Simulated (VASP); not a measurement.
The system is TaH4.

```
CELL_PARAMETERS angstrom
3.89791 0.00000 0.00000
0.00000 3.89791 0.00000
0.00000 0.00000 7.42721
ATOMIC_POSITIONS crystal
Ta 0.00000 0.00000 0.00000
Ta 0.50000 0.50000 0.50000
H 0.00000 0.50000 0.96967
H 0.00000 0.50000 0.46967
H 0.50000 0.00000 0.53033
H 0.50000 0.00000 0.03033
H 0.00000 0.50000 0.33021
H 0.00000 0.50000 0.83021
H 0.50000 0.00000 0.16979
H 0.50000 0.00000 0.66979
```

The cell was generated, and may not be a known phase.

| Item | Value |
| --- | --- |
| Program | VASP 6.6.1 |
| Task | relaxation of cell and atoms |
| Functional | PBE |
| Potentials or basis | VASP PAW PBE potentials, release 64 (Ta_pv, H) |
| Cutoff | 600 eV |
| k mesh | 3 × 3 × 2 |
| Occupations | gaussian, width 0.15 eV |
| Spin | no spin polarisation |

At the start: pressure -15.2 GPa; volume 11.28 Å³/atom.

Question: Where does the relaxation end?

Answer: Over 30 steps the energy falls by 900.9 meV/atom and the volume is 9.04 Å³/atom (-19.9 %); space group P4_2/nmc (No. 137, to 0.1 Å) before, I4/mmm (No. 139, to 0.1 Å).

The path:
```csv
step,energy change (eV),largest force (eV/Å),pressure (GPa),volume (Å³)
1,0.0000,0.8191,-15.21,112.85
2,-1.7426,1.1724,-9.86,96.19
3,-2.4047,1.3831,0.11,84.59
4,-2.4202,1.4340,4.37,81.49
5,-3.1239,1.3843,6.63,78.63
6,-3.9094,1.0623,18.00,70.44
7,-4.4369,1.0715,8.42,73.13
8,-4.5588,1.2689,1.69,75.48
9,-4.7656,1.2087,0.77,76.07
10,-5.3182,0.9434,-1.41,77.86
11,-5.9107,0.5797,-3.64,81.52
12,-6.1356,0.6400,-2.24,81.42
13,-6.7073,0.7820,2.14,81.00
14,-7.1325,1.3589,14.03,79.62
15,-7.4153,1.2940,13.07,80.92
16,-8.1074,1.0597,10.39,84.61
17,-8.4062,1.0296,6.31,91.08
18,-8.5580,0.8896,7.48,88.57
19,-8.5605,0.9108,7.11,89.23
20,-8.6917,0.6771,3.65,90.74
21,-8.7619,0.3315,-1.62,93.41
22,-8.7631,0.3684,-1.08,93.09
23,-8.8128,0.3232,-1.11,92.87
24,-8.9225,0.1787,-1.31,92.17
25,-8.9405,0.3698,-1.92,90.63
26,-8.9684,0.2498,-1.66,91.37
27,-8.9848,0.1154,0.77,89.71
28,-8.9848,0.1129,0.80,89.68
29,-8.9937,0.0856,0.68,89.85
30,-9.0085,0.0436,0.30,90.38
```

Final structure:
```yaml
crystal:
  lattice:
    - [3.01125, 0.00000, 0.00000]
    - [0.00000, 3.01125, 0.00000]
    - [0.00000, 0.00000, 9.96764]
  atoms:
    - { symbol: Ta, position: [0.00000, 0.00000, 0.00000] }
    - { symbol: Ta, position: [0.50000, 0.50000, 0.50000] }
    - { symbol: H, position: [0.00000, 0.50000, 0.12041] }
    - { symbol: H, position: [0.00000, 0.50000, 0.62041] }
    - { symbol: H, position: [0.50000, 0.00000, 0.37959] }
    - { symbol: H, position: [0.50000, 0.00000, 0.87959] }
    - { symbol: H, position: [0.00000, 0.50000, 0.38356] }
    - { symbol: H, position: [0.00000, 0.50000, 0.88356] }
    - { symbol: H, position: [0.50000, 0.00000, 0.11644] }
    - { symbol: H, position: [0.50000, 0.00000, 0.61644] }
```

Caveat: the k points lie up to 0.70 Å⁻¹ apart in the final cell, too coarse for converged energies and pressures of a metal; the volume moved by over 15 % at a fixed basis, so the end points are rough; the relaxation stopped at a loose force limit of 0.08 eV/Å, so its end isn't a converged minimum.
